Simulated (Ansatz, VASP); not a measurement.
**Two plane-wave programs on WS2**

The input INCAR:

```
SYSTEM = WS2
PREC = Accurate
ENCUT = 500
EDIFF = 1E-6
ISMEAR = 1
SIGMA = 0.025
LREAL = .FALSE.
LASPH = .TRUE.
NELM = 200
ALGO = Normal
ISIF = 2
LWAVE = .FALSE.
LCHARG = .FALSE.
LMAXMIX = 4
LDAU = .TRUE.
LDAUTYPE = 2
LDAUL = 2 -1
LDAUU = 2 0
LDAUJ = 0 0
LDAUPRINT = 1
GGA = PE
NBANDS = 20
GGA_COMPAT = .FALSE.
```

File KPOINTS:

```
regular mesh
0
G
  10 10 10
  0 0 0
```

File POSCAR:

```
WS2
1.0
    1.5790000000      0.9116360751      6.1633333333
   -1.5790000000      0.9116360751      6.1633333333
    0.0000000000     -1.8232721501      6.1633333333
W S
1 2
Direct
    0.0000000000      0.0000000000      0.0000000000
    0.4190000000      0.4190000000      0.4190000000
    0.2497000000      0.2497000000      0.2497000000
```

File input.yaml:

```yaml
crystal:
  lattice: { a: 3.158, b: 3.158, c: 18.49, alpha: 90.0, beta: 90.0, gamma: 120.0 }
  space_group: 160
  reduce_to_primitive: true
  atoms:
    - { symbol: W, wyckoff: "3a", position: [0.0, 0.0, 0.0] }
    - { symbol: S, wyckoff: "3a", position: [0.3333333333, 0.6666666667, 0.0856666667] }
    - { symbol: S, wyckoff: "3a", position: [0.0, 0.0, 0.2497] }
hamiltonian:
  xc: pbe
  pseudopotentials: { kind: paw }
  hubbard:
    sites: [{ species: W, l: d, u_eff: 2.0 }]
    projectors: all-electron-atomic
    double_counting: fll
kpoints:
  mp_grid: { grid: [10, 10, 10] }
scf:
  occupations: { method: methfessel_paxton, width: 0.025 }
output:
  forces: true
  stress: true
  eigenvalues: true
  bader: true
  populations: true
```

Alike in both runs: functional PBE; k mesh 10 × 10 × 10; occupations methfessel-paxton of order 1, width 0.025 eV; no spin polarisation; Hubbard terms W d U = 2.0 eV.

|  | VASP | Ansatz |
| --- | --- | --- |
| version | VASP 6.6.1 | Ansatz 0.2.0 |
| potentials or method | VASP PAW PBE potentials, release 64 (W_sv, S) | Ansatz PAW |
| plane-wave cutoff (eV) | 500 | 420 |
| valence electrons in the cell | 26 | 26 |
| task | single point | atomic charges |

Ansatz gave:

| Property | Result |
| --- | --- |
| gap on the k mesh at the Fermi level (eV) | 1.12 |
| least direct gap on the mesh (eV) | 2.28 |
| pressure (GPa) | 2.3 |
| traceless stress, the component that is largest in VASP (GPa) | 0.55 |
| rms of the force components (eV/Å) | 0.246 |

Question: What did VASP give for the same quantities?

Answer: gap on the k mesh at the Fermi level (eV): 1.08; least direct gap on the mesh (eV): 2.22; pressure (GPa): 6.2; traceless stress, the component that is largest in VASP (GPa): 0.47; rms of the force components (eV/Å): 0.313.

The programs project onto different local orbitals, so the same U acts differently, and such runs can settle in different states. Atom by atom the forces differ by 0.191 eV/Å (rms over components).

Spin-orbit coupling is off throughout.
